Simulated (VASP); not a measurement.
# PtS2 (P-3m1) in VASP: relaxation of the atoms with PBE

Aim: the relaxation of the atoms of PtS2 with PBE.

All numbers are computed with VASP 6.6.1; they aren't measurements. Logs are shortened: lines on timing, memory, paths and dates and some standing lists are left out, and cuts for length are marked.

### 1 The cell of the first run

Symmetry: P-3m1, No. 164, trigonal system. Conventional cell: a = 3.783 Å, b = 3.783 Å, c = 6.273 Å, α = 90.00°, β = 90.00°, γ = 120.00°. Pt (site symmetry -3m) has 6 S at 2.48 Å within 3.3 Å. S (site symmetry 3m) has 3 Pt at 2.48 Å and 3 S at 3.22 Å within 3.3 Å.

### 2 Relaxation of the atoms, PBE (25.91 Å³/atom)

INCAR

```
SYSTEM = PtS2
PREC = Accurate
ENCUT = 520
EDIFF = 1E-6
ISMEAR = 0
SIGMA = 0.05
LREAL = .FALSE.
LASPH = .TRUE.
NELM = 80
ALGO = Normal
ISIF = 2
LWAVE = .FALSE.
LCHARG = .FALSE.
GGA = PE
IBRION = 2
NSW = 50
EDIFFG = -0.01
```

KPOINTS

```
Automatic mesh
0
G
  12 12 6
  0 0 0
```

POSCAR

```
PtS2
1.0
    3.7825927194      0.0000000000      0.0000000000
   -1.8912963597      3.2758213872      0.0000000000
    0.0000000000      0.0000000000      6.2730517659
Pt S
1 2
Direct
    0.0000000000      0.0000000000      0.0000000000
    0.3333333333      0.6666666667      0.1889525212
    0.6666666667      0.3333333333      0.8110474788
```

Potentials or basis: VASP PAW PBE potentials, release 64 (Pt, S).

Run with:

```
$ cat potpaw_PBE.64/Pt/POTCAR potpaw_PBE.64/S/POTCAR > POTCAR
$ mpirun -np 1 vasp_std > vasp.out
```

OUTCAR:

```text
SYSTEM = PtS2
   PREC = Accurate
   ENCUT = 520
   EDIFF = 1E-6
   ISMEAR = 0
   LREAL = .FALSE.
   LASPH = .TRUE.
   NELM = 80
   ISIF = 2
   GGA = PE
   IBRION = 2
   NSW = 50
   EDIFFG = -0.01

 ion  position               nearest neighbor table
   1  0.000  0.000  0.000-   2 2.48   3 2.48   3 2.48   2 2.48   3 2.48   2 2.48
   2  0.333  0.667  0.189-   1 2.48   1 2.48   1 2.48
   3  0.667  0.333  0.811-   1 2.48   1 2.48   1 2.48

  LATTYP: Found a hexagonal cell.
 ALAT       =     3.7825927194
 C/A-ratio  =     1.6584000000

  Lattice vectors:

 A1 = (   3.7825927194,   0.0000000000,   0.0000000000)
 A2 = (  -1.8912963597,   3.2758213872,   0.0000000000)
 A3 = (   0.0000000000,   0.0000000000,   6.2730517659)

Analysis of symmetry for initial positions (statically):
=====================================================================
 Subroutine PRICEL returns:
 Original cell was already a primitive cell.

 Routine SETGRP: Setting up the symmetry group for a
 hexagonal supercell.

 Subroutine GETGRP returns: Found 12 space group operations
 (whereof 12 operations were pure point group operations)
 out of a pool of 24 trial point group operations.

The static configuration has the point symmetry D_3d.

Analysis of symmetry for dynamics (positions and initial velocities):
=====================================================================
 Subroutine PRICEL returns:
 Original cell was already a primitive cell.

 Routine SETGRP: Setting up the symmetry group for a
 hexagonal supercell.

 Subroutine GETGRP returns: Found 12 space group operations
 (whereof 12 operations were pure point group operations)
 out of a pool of 24 trial point group operations.

The dynamic configuration has the point symmetry D_3d.

 Subroutine INISYM returns: Found 12 space group operations
 (whereof 12 operations are pure point group operations),
 and found     1 'primitive' translations

----------------------------------------------------------------------------------------

                                     Primitive cell

  volume of cell :      77.7300

  direct lattice vectors                    reciprocal lattice vectors
     3.782592719  0.000000000  0.000000000     0.264368933  0.152633474  0.000000000
    -1.891296360  3.275821387  0.000000000     0.000000000  0.305266949  0.000000000
     0.000000000  0.000000000  6.273051766     0.000000000  0.000000000  0.159412043

  length of vectors
     3.782592719  3.782592719  6.273051766     0.305266949  0.305266949  0.159412043

  position of ions in fractional coordinates (direct lattice)
     0.000000000  0.000000000  0.000000000
     0.333333333  0.666666667  0.188952521
     0.666666667  0.333333333  0.811047479

[... 103 lines left out ...]
   LHFCALC =     F    Hartree Fock is set to
   AEXX    =    0.0000 exact exchange contribution
   IVDW    =     0    specifies the selected vdW correction
   LEPSILON=     F    determine dielectric tensor
   LRPA    =     F    only Hartree local field effects (RPA)
 conjugate gradient relaxation of ions
 non-spin polarized calculation
 Gauss-broadening in eV      SIGMA  =   0.05
  energy-cutoff  :      520.00
  volume of cell :       77.73
 maximum number of plane-waves:      2118
   NGX = 15   NGY = 15   NGZ = 23

--------------------------------------- Ionic step        1  -------------------------------------------

 number of electron      21.9999999 magnetization

 Free energy of the ion-electron system (eV)
  ---------------------------------------------------
  ext. energy  EPLUGINS =         0.00000000
  ---------------------------------------------------
  free energy    TOTEN  =       -15.17434924 eV

  energy without entropy =      -15.17434924  energy(sigma->0) =      -15.17434924

------------------------ aborting loop because EDIFF is reached ----------------------------------------

  FORCE on cell =-STRESS in cart. coord.  units (eV):
  Direction    XX          YY          ZZ          XY          YZ          ZX
  --------------------------------------------------------------------------------------
  -------------------------------------------------------------------------------------
  Total       -5.4502823     -5.4502823     -1.7004982      0.0000000      0.0000000      0.0000000
  in kB     -112.3416784   -112.3416784    -35.0508118      0.0000000      0.0000000      0.0000000
  external PRESSURE =     -86.5780562 kB  Pullay stress =       0.0000000 kB
[... 61 lines left out ...]
--------------------------------------- Ionic step        3  -------------------------------------------

 number of electron      22.0000000 magnetization

 Free energy of the ion-electron system (eV)
  ---------------------------------------------------
  ext. energy  EPLUGINS =         0.00000000
  ---------------------------------------------------
  free energy    TOTEN  =       -15.22396484 eV

  energy without entropy =      -15.22396484  energy(sigma->0) =      -15.22396484

 E-fermi :   2.7926     XC(G=0):  -8.5312

 val. band max:        2.5756466154   @ k =   0.1667   0.0833   0.0000
 cond. band min:       3.6429342002   @ k =   0.0000   0.2500   0.3333
 fundamental gap:      1.0672875848
 Fermi energy:         2.7925879178

 k-point     1 :       0.0000    0.0000    0.0000
  band No.  band energies     occupation
      1     -11.4403      2.00000
      2      -9.0494      2.00000
      3      -3.1989      2.00000
      4      -3.1989      2.00000
      5      -2.3256      2.00000
      6      -0.3698      2.00000
      7      -0.3698      2.00000
      8       1.6421      2.00000
      9       1.7359      2.00000
     10       1.7359      2.00000
     11       2.1049      2.00000
     12       5.1384      0.00000
     13       5.1384      0.00000
     14       7.1866      0.00000
[... 401 lines left out ...]
      2      -9.1968      2.00000
      3      -3.0097      2.00000
      4      -2.9918      2.00000
      5      -2.0792      2.00000
      6      -0.8642      2.00000
      7      -0.5939      2.00000
      8       0.6063      2.00000
      9       1.7210      2.00000
     10       2.0438      2.00000
     11       2.4289      2.00000
     12       4.1220      0.00000
     13       4.8580      0.00000
     14       8.2127      0.00000
     15       8.7331      0.00000

 [... further k-points ...]

------------------------ aborting loop because EDIFF is reached ----------------------------------------

  FORCE on cell =-STRESS in cart. coord.  units (eV):
  Direction    XX          YY          ZZ          XY          YZ          ZX
  --------------------------------------------------------------------------------------
  -------------------------------------------------------------------------------------
  Total       -4.1979802     -4.1979802     -0.0882884      0.0000000      0.0000000      0.0000000
  in kB      -86.5291218    -86.5291218     -1.8198079      0.0000000      0.0000000      0.0000000
  external PRESSURE =     -58.2926839 kB  Pullay stress =       0.0000000 kB
[... 18 lines left out ...]
  FREE ENERGIE OF THE ION-ELECTRON SYSTEM (eV)
  ---------------------------------------------------
  free  energy   TOTEN  =       -15.2239648397 eV

  energy  without entropy=      -15.2239648397  energy(sigma->0) =      -15.22396484

 reached required accuracy - stopping structural energy minimisation
```

OSZICAR:

```text
N       E                     dE             d eps       ncg     rms          rms(c)
DAV:   1     0.120775965857E+03    0.12078E+03   -0.99325E+03  3008   0.126E+03
DAV:   2    -0.986043163600E+01   -0.13064E+03   -0.12740E+03  3900   0.233E+02
DAV:   3    -0.164643454805E+02   -0.66039E+01   -0.65631E+01  3812   0.578E+01
[... 24 lines left out ...]
DAV:   3    -0.152240059743E+02    0.16903E-03   -0.18904E-03  3826   0.394E-01    0.249E-01
DAV:   4    -0.152239760372E+02    0.29937E-04   -0.49889E-04  3910   0.190E-01    0.939E-02
DAV:   5    -0.152239700522E+02    0.59850E-05   -0.15961E-04  3868   0.127E-01    0.260E-02
DAV:   6    -0.152239649832E+02    0.50690E-05   -0.21351E-05  3449   0.329E-02    0.258E-02
DAV:   7    -0.152239648397E+02    0.14353E-06   -0.30818E-06  3318   0.120E-02
   3 F= -.15223965E+02 E0= -.15223965E+02  d E =-.496156E-01
```

CONTCAR:

```text
PtS2
   1.00000000000000
     3.7825927194000002    0.0000000000000000    0.0000000000000000
    -1.8912963597000001    3.2758213872000002    0.0000000000000000
     0.0000000000000000    0.0000000000000000    6.2730517659000000
  Pt              S
     1     2
Direct
     0.0000000000000000    0.0000000000000000    0.0000000000000000
     0.3333333332999970    0.6666666667000030    0.1777832251567921
     0.6666666667000030    0.3333333332999970    0.8222167748432079

  0.00000000E+00  0.00000000E+00  0.00000000E+00
  0.00000000E+00  0.00000000E+00  0.00000000E+00
  0.00000000E+00  0.00000000E+00  0.00000000E+00
```

Wall time 6 min (1 thread of Oxide Virtual Turin-like, shared host); peak memory 0.24 GiB.

Results:

```yaml
Free_energy: -15.2240 eV
Energy_gained_by_relaxing: 16.5 meV/atom
Ionic_steps: 3
Pressure_after_relaxing: -5.8 GPa
Largest_force_after_relaxing: 0.009 eV/Å
Band_gap_on_the_k_mesh: 1.07 eV (least direct gap 1.12 eV)
```

Forces in eV/Å, atoms in the order of the input:
```
Pt   0.000  0.000  0.000
S    0.000  0.000 -0.009
S    0.000  0.000  0.009
```

Stress tensor (GPa, compression positive):
```
-8.65  0.00  0.00
 0.00 -8.65  0.00
 0.00  0.00 -0.18
```

Step by step:
| step | energy change (eV) | largest force (eV/Å) | pressure (GPa) |
| --- | --- | --- | --- |
| 1 | 0.0000 | 0.6915 | -8.66 |
| 2 | -0.0356 | 0.3715 | -7.35 |
| 3 | -0.0496 | 0.0085 | -5.83 |

Final structure:
```
Pt S
1.0
     3.78259    0.00000    0.00000
    -1.89130    3.27582    0.00000
     0.00000    0.00000    6.27305
Pt S
1 2
Direct
  0.00000 0.00000 0.00000
  0.33333 0.66667 0.17778
  0.66667 0.33333 0.82222
```

Caveat: spin-orbit coupling is left out, which moves the levels of the heavy elements; this functional lacks dispersion, which binds layers or chains, so the pressure and a relaxed spacing across them are unreliable.
